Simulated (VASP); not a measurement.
A run of VASP 6.6.1:

INCAR

```
PREC = Accurate ; ENCUT = 520
EDIFF = 1E-8 ; ISMEAR = -1
SIGMA = 0.08 ; LREAL = F
LASPH = T ; NELM = 100
ALGO = Normal ; ISIF = 2
LWAVE = F ; LCHARG = F
GGA = PS ; IBRION = 8
NSW = 1
```

KPOINTS

```
Automatic mesh
0
Gamma
  20 20 20
```

POSCAR

```
Ta
1.0
   -1.6493203112      1.6493203112      1.6493203112
    1.6493203112     -1.6493203112      1.6493203112
    1.6493203112      1.6493203112     -1.6493203112
Ta
1
Direct
    0.0000000000      0.0000000000      0.0000000000
```

Potentials or basis: VASP PAW PBE potentials, release 64 (Ta_pv).

Launch:

```sh
$ cat potpaw_PBE.64/Ta_pv/POTCAR > POTCAR
$ mpirun -np 1 vasp_std > vasp.out
```

Hardware: 1 thread of Intel(R) Xeon(R) 6975P-C (Granite Rapids), on a shared host.

Question: How long does it take, and how much memory?

Answer: It took 65 s on 1 thread of Intel(R) Xeon(R) 6975P-C (Granite Rapids), with other jobs on the host, peak memory 0.34 GiB. Counts: scf iterations 29, k points 256.
